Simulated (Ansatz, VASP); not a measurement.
**Two plane-wave programs on Pt**

```
CELL_PARAMETERS angstrom
0.00000 2.19778 1.55383
2.19778 0.00000 1.55383
2.19778 2.19778 0.00000
ATOMIC_POSITIONS crystal
Pt 0.00000 0.00000 0.00000
```

Alike in both runs: task single point; functional PBEsol; k mesh 24 × 24 × 24; occupations gaussian, width 0.15 eV; no spin polarisation.

|  | VASP | Ansatz |
| --- | --- | --- |
| version | VASP 6.6.1 | Ansatz 0.2.0 |
| potentials or method | VASP PAW PBE potentials, release 64 (Pt), cutoff 520 eV | scalar-relativistic, plane waves, PAW |
| valence electrons in the cell | 10 | 18 |

Ansatz gave:

| Property | Result |
| --- | --- |
| gap on the k mesh at the Fermi level (eV) | none |
| pressure (GPa) | 3.8 |

Task: What did VASP give for the same quantities?

Result: gap on the k mesh at the Fermi level (eV): none; pressure (GPa): 3.4.

VASP's potentials were made for PBE, not for PBEsol. A gap of «none» marks a metal or a gap that the smearing closes. With one functional, cell and mesh, what is left measures potentials, basis and numerics. VASP's potentials hold 10 valence electrons a cell and Ansatz's 18, so a difference there can come from the potentials and not from the codes.

Spin-orbit coupling is off throughout.
